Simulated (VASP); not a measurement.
# RbWF3 (Pm-3m) in VASP: single point with PBE

Aim: the single point of RbWF3 with PBE.

Program: VASP 6.6.1. These are calculated values, not measurements. Logs are shortened: lines on timing, memory, paths and dates and some standing lists are left out, and cuts for length are marked.

### Step 1. The cell of the first run

The structure is cubic, space group Pm-3m (No. 221). The conventional cell has a = 4.504 Å, b = 4.504 Å, c = 4.504 Å, α = 90.00°, β = 90.00°, γ = 90.00°. Rb (site symmetry m-3m) has 12 F at 3.18 Å and 8 W at 3.90 Å within 4.2 Å. Within 3.0 Å of W (site symmetry m-3m) lie 6 F at 2.25 Å. F (site symmetry 4/mmm) has 2 W at 2.25 Å within 3.0 Å.

### Step 2. Single point, PBE, collinear spin, ferromagnetic start

File INCAR:

```
PREC     = Accurate       # precision mode
ENCUT    = 520            # plane-wave cutoff, eV
EDIFF    = 1E-6           # SCF threshold, eV
ISMEAR   = 0              # smearing method
SIGMA    = 0.1            # smearing width, eV
LREAL    = F              # projectors in reciprocal space
LASPH    = T              # aspherical terms in the spheres
NELM     = 150            # most SCF steps
ALGO     = Normal         # electronic algorithm
ISIF     = 2              # what is computed and relaxed
LWAVE    = F              # write WAVECAR
LCHARG   = F              # write CHGCAR
ISPIN    = 2              # spin polarisation
MAGMOM   = 0 2.27 0 0 0   # initial moments
LORBIT   = 11             # projections on sites
LMAXMIX  = 4              # l up to which the mixer works
GGA      = PE             # functional
NBANDS   = 34             # bands
```

File KPOINTS:

```
regular mesh
0
Gamma
  8 8 8
```

File POSCAR:

```
RbWF3
1.0
    4.5037670052      0.0000000000      0.0000000000
    0.0000000000      4.5037670052      0.0000000000
    0.0000000000      0.0000000000      4.5037670052
Rb W F
1 1 3
Direct
    0.0000000000      0.0000000000      0.0000000000
    0.5000000000      0.5000000000      0.5000000000
    0.0000000000      0.5000000000      0.5000000000
    0.5000000000      0.0000000000      0.5000000000
    0.5000000000      0.5000000000      0.0000000000
```

Potentials or basis: VASP PAW PBE potentials, release 64 (Rb_sv, W_sv, F).

Run with:

```sh
> cat potpaw_PBE.64/Rb_sv/POTCAR potpaw_PBE.64/W_sv/POTCAR potpaw_PBE.64/F/POTCAR > POTCAR
> mpirun -np 1 vasp_std > vasp.out
```

OUTCAR:

```text
PREC = Accurate
   ENCUT = 520
   EDIFF = 1E-6
   ISMEAR = 0
   LREAL = F
   LASPH = T
   NELM = 150
   ISIF = 2
   ISPIN = 2
   LORBIT = 11
   GGA = PE

 ion  position               nearest neighbor table
   1  0.000  0.000  0.000-   3 3.18   4 3.18   5 3.18   3 3.18   4 3.18   3 3.18   5 3.18   3 3.18
                             4 3.18   5 3.18   4 3.18   5 3.18   2 3.90   2 3.90   2 3.90   2 3.90
   2  0.500  0.500  0.500-   3 2.25   4 2.25   5 2.25   5 2.25   4 2.25   3 2.25   1 3.90   1 3.90
                             1 3.90   1 3.90   1 3.90   1 3.90   1 3.90   1 3.90
   3  0.000  0.500  0.500-   2 2.25   2 2.25   1 3.18   1 3.18   1 3.18   1 3.18
   4  0.500  0.000  0.500-   2 2.25   2 2.25   1 3.18   1 3.18   1 3.18   1 3.18
   5  0.500  0.500  0.000-   2 2.25   2 2.25   1 3.18   1 3.18   1 3.18   1 3.18

  LATTYP: Found a simple cubic cell.
 ALAT       =     4.5037670052

  Lattice vectors:

 A1 = (   4.5037670052,   0.0000000000,   0.0000000000)
 A2 = (   0.0000000000,   4.5037670052,   0.0000000000)
 A3 = (   0.0000000000,   0.0000000000,   4.5037670052)

Analysis of symmetry for initial positions (statically):
=====================================================================
 Subroutine PRICEL returns:
 Original cell was already a primitive cell.

 Routine SETGRP: Setting up the symmetry group for a
 simple cubic supercell.

 Subroutine GETGRP returns: Found 48 space group operations
 (whereof 48 operations were pure point group operations)
 out of a pool of 48 trial point group operations.

The static configuration has the point symmetry O_h .

Analysis of symmetry for dynamics (positions and initial velocities):
=====================================================================
 Subroutine PRICEL returns:
 Original cell was already a primitive cell.

 Routine SETGRP: Setting up the symmetry group for a
 simple cubic supercell.

 Subroutine GETGRP returns: Found 48 space group operations
 (whereof 48 operations were pure point group operations)
 out of a pool of 48 trial point group operations.

The dynamic configuration has the point symmetry O_h .

Analysis of structural, dynamic, and magnetic symmetry:
=====================================================================
 Subroutine PRICEL returns:
 Original cell was already a primitive cell.

 Routine SETGRP: Setting up the symmetry group for a
 simple cubic supercell.

 Subroutine GETGRP returns: Found 48 space group operations
 (whereof 48 operations were pure point group operations)
 out of a pool of 48 trial point group operations.

The overall configuration has the point symmetry O_h .

[... 130 lines left out ...]
   LHFCALC =     F    Hartree Fock is set to
   AEXX    =    0.0000 exact exchange contribution
   IVDW    =     0    specifies the selected vdW correction
   LEPSILON=     F    determine dielectric tensor
   LRPA    =     F    only Hartree local field effects (RPA)
 spin polarized calculation
 Gauss-broadening in eV      SIGMA  =   0.10
  energy-cutoff  :      520.00
  volume of cell :       91.35
 maximum number of plane-waves:      2517
 NGX is ok and might be reduce to    36
   NGX = 17   NGY = 17   NGZ = 17

 number of electron      44.0000021 magnetization       3.9621599

 Free energy of the ion-electron system (eV)
  ---------------------------------------------------
  ext. energy  EPLUGINS =         0.00000000
  ---------------------------------------------------
  free energy    TOTEN  =       -26.76622863 eV

  energy without entropy =      -26.75367490  energy(sigma->0) =      -26.75995176

 E-fermi :   4.3144     XC(G=0):  -9.1623

 val. band max:        4.2902646320   @ k =   0.5000   0.2500   0.1250
 cond. band min:       4.3177116336   @ k =   0.5000   0.1250   0.0000
 fundamental gap:      0.0274470016
 Fermi energy:         4.3144260822

 spin component 1

 k-point     1 :       0.0000    0.0000    0.0000
  band No.  band energies     occupation
      1     -71.4692      1.00000
      2     -35.9440      1.00000
      3     -35.9440      1.00000
      4     -35.9439      1.00000
      5     -24.3044      1.00000
      6     -21.6341      1.00000
[... 877 lines left out ...]
     33      11.5051      0.00000
     34      11.8811      0.00000

 [... further k-points ...]

 spin component 2

 k-point     1 :       0.0000    0.0000    0.0000
  band No.  band energies     occupation
      1     -70.0511      1.00000
      2     -34.0282      1.00000
      3     -34.0282      1.00000
      4     -34.0282      1.00000
      5     -24.2850      1.00000
      6     -21.4965      1.00000
[... 877 lines left out ...]
     33      11.8838      0.00000
     34      12.2161      0.00000

 [... further k-points ...]
[... 5 lines left out ...]
  --------------------------------------------------------------------------------------
  -------------------------------------------------------------------------------------
  Total        0.0712585      0.0712585      0.0712585      0.0000000     -0.0000000     -0.0000000
  in kB        1.2497393      1.2497393      1.2497393      0.0000000     -0.0000000     -0.0000000
  external PRESSURE =       1.2497393 kB  Pullay stress =       0.0000000 kB

 VOLUME and BASIS-vectors are now :
 -----------------------------------------------------------------------------
  energy-cutoff  :      520.00
  volume of cell :       91.35
      direct lattice vectors                 reciprocal lattice vectors
     4.503767005  0.000000000  0.000000000     0.222036353  0.000000000  0.000000000
     0.000000000  4.503767005  0.000000000     0.000000000  0.222036353  0.000000000
     0.000000000  0.000000000  4.503767005     0.000000000  0.000000000  0.222036353

 POSITION                                       TOTAL-FORCE (eV/Angst)
 -----------------------------------------------------------------------------------
      0.00000      0.00000      0.00000         0.000000      0.000000      0.000000
      2.25188      2.25188      2.25188         0.000000      0.000000      0.000000
      0.00000      2.25188      2.25188         0.000000      0.000000      0.000000
      2.25188      0.00000      2.25188         0.000000      0.000000      0.000000
      2.25188      2.25188      0.00000         0.000000      0.000000      0.000000
 -----------------------------------------------------------------------------------
    total drift:                                0.000000      0.000000      0.000000

  FREE ENERGIE OF THE ION-ELECTRON SYSTEM (eV)
  ---------------------------------------------------
  free  energy   TOTEN  =       -26.7662286258 eV

  energy  without entropy=      -26.7536748961  energy(sigma->0) =      -26.75995176

 total charge

# of ion       s       p       d       tot
------------------------------------------
    1        1.940   5.351   0.018   7.308
    2        2.241   6.081   3.346  11.668
    3        1.743   4.317   0.000   6.061
    4        1.743   4.317   0.000   6.061
    5        1.743   4.317   0.000   6.061
--------------------------------------------------
tot          9.411  24.383   3.364  37.158

 magnetization (x)

# of ion       s       p       d       tot
------------------------------------------
    1        0.004   0.008   0.006   0.019
    2        0.122   0.020   2.856   2.998
    3        0.015   0.036   0.000   0.052
    4        0.015   0.036   0.000   0.052
    5        0.015   0.036   0.000   0.052
--------------------------------------------------
tot          0.172   0.137   2.862   3.171
```

OSZICAR:

```text
N       E                     dE             d eps       ncg     rms          rms(c)
DAV:   1     0.386385653611E+03    0.38639E+03   -0.24305E+04  4936   0.128E+03
DAV:   2    -0.500526504239E+01   -0.39139E+03   -0.37641E+03  5624   0.358E+02
DAV:   3    -0.281062552824E+02   -0.23101E+02   -0.22654E+02  5696   0.856E+01
DAV:   4    -0.286356397179E+02   -0.52938E+00   -0.52701E+00  6460   0.119E+01
DAV:   5    -0.286450049459E+02   -0.93652E-02   -0.93621E-02  5746   0.119E+00    0.146E+01
DAV:   6    -0.266449654861E+02    0.20000E+01   -0.10238E+01  5154   0.208E+01    0.765E+00
DAV:   7    -0.267588790285E+02   -0.11391E+00   -0.60802E-01  5238   0.488E+00    0.431E+00
DAV:   8    -0.267660480241E+02   -0.71690E-02   -0.10349E-01  5550   0.217E+00    0.209E+00
DAV:   9    -0.267626296716E+02    0.34184E-02   -0.25385E-02  5732   0.102E+00    0.720E-01
DAV:  10    -0.267656627980E+02   -0.30331E-02   -0.50456E-03  5758   0.378E-01    0.158E-01
DAV:  11    -0.267660151024E+02   -0.35230E-03   -0.94213E-04  5458   0.192E-01    0.817E-02
DAV:  12    -0.267661661404E+02   -0.15104E-03   -0.13534E-04  5446   0.737E-02    0.417E-02
DAV:  13    -0.267662170710E+02   -0.50931E-04   -0.56000E-05  5510   0.419E-02    0.180E-02
DAV:  14    -0.267662270584E+02   -0.99874E-05   -0.10801E-05  4930   0.185E-02    0.778E-03
DAV:  15    -0.267662282718E+02   -0.12134E-05   -0.13160E-06  4330   0.672E-03    0.393E-03
DAV:  16    -0.267662286258E+02   -0.35398E-06   -0.39444E-07  3686   0.361E-03
   1 F= -.26766229E+02 E0= -.26759952E+02  d E =-.125537E-01  mag=     3.9619
```

Run time: 2.4 min. Hardware: 1 thread of Oxide Virtual Turin-like, shared host; peak memory 0.31 GiB.

Results:

| Property | Result |
| --- | --- |
| Free energy | -26.7662 eV |
| Pressure | 0.1 GPa |
| Band gap on the k mesh | zero (filled and empty bands overlap) |
| Net moment | 3.96 μB per cell |
| Site moments | Rb +0.02; W +3.00; F +0.05 μB |
| Valence electrons inside the program's atomic spheres | Rb 7.31; W 11.67; F 6.06 |

Levels at points of the mesh, in eV from the Fermi level:
Spin up:
```tsv
k point	band 20	band 21	band 22	band 23	band 24	band 25	band 26	band 27	band 28	band 29
(0.00, 0.00, 0.00)	-6.82	-2.27	-2.27	-2.27	-1.50	-0.49	-0.49	3.45	3.45	5.16
(0.50, 0.00, 0.00)	-6.93	-2.21	-1.44	-1.44	-0.42	-0.42	2.09	2.74	4.01	5.07
(0.50, 0.50, 0.00)	-6.53	-1.45	-1.45	-0.86	-0.46	2.43	2.79	4.30	4.30	4.32
(0.50, 0.50, 0.50)	-6.52	-0.82	-0.82	-0.82	2.44	2.44	2.85	2.85	2.85	4.19
```
Spin down:
```tsv
k point	band 17	band 18	band 19	band 20	band 21	band 22	band 23	band 24
(0.00, 0.00, 0.00)	-6.73	-6.68	-6.68	-6.68	-0.40	0.39	0.39	0.39
(0.50, 0.00, 0.00)	-6.97	-6.84	-6.78	-6.78	0.52	1.14	1.14	1.32
(0.50, 0.50, 0.00)	-7.09	-6.81	-6.81	-6.37	1.08	1.08	1.36	1.56
(0.50, 0.50, 0.50)	-7.47	-6.36	-6.36	-6.36	1.72	1.72	1.72	3.43
```

Caveat: spin-orbit coupling is left out, which moves the levels of the heavy elements.
